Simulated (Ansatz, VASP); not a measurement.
## One calculation of In3SbAs2, two programs

```
In Sb As
1.0
     4.48101    0.00000    0.00000
     0.00000    7.76133    0.00000
     0.00000    0.00000   10.99113
In Sb As
6 2 4
Cartesian
  0.0000 0.0000 10.8561
  2.2405 3.8807 10.8561
  4.4810 2.5871 7.3247
  2.2405 6.4678 7.3247
  2.2405 1.2936 3.8108
  4.4810 5.1742 3.8108
  0.0000 0.0000 2.7309
  2.2405 3.8807 2.7309
  4.4810 2.5871 10.0107
  2.2405 6.4678 10.0107
  2.2405 1.2936 6.4836
  4.4810 5.1742 6.4836
```

Alike in both runs: task single point; functional PBE; k mesh 6 × 4 × 2; occupations gaussian, width 0.2 eV; no spin polarisation.

```csv
,VASP,Ansatz
version,VASP 6.6.1,Ansatz 0.2.0
potentials or method,"VASP PAW PBE potentials, release 64 (In_d, Sb, As), cutoff 520 eV","scalar-relativistic, plane waves, PAW"
valence electrons in the cell,108,168
```

```csv
,VASP,Ansatz,Ansatz less VASP
gap on the k mesh at the Fermi level (eV),none,none,-
pressure (GPa),0.0,0.0,-0.02
"traceless stress, the component that is largest in VASP (GPa)",0.05,0.05,+0.002
rms of the force components (eV/Å),0.010,0.012,+0.0019
```

Atom by atom the forces differ by 0.002 eV/Å (rms over components). A gap of «none» marks a metal or a gap that the smearing closes. With one functional, cell and mesh, what is left measures potentials, basis and numerics. VASP's potentials hold 108 valence electrons a cell and Ansatz's 168, so a difference there can come from the potentials and not from the codes.

Neither program's run includes spin-orbit coupling.
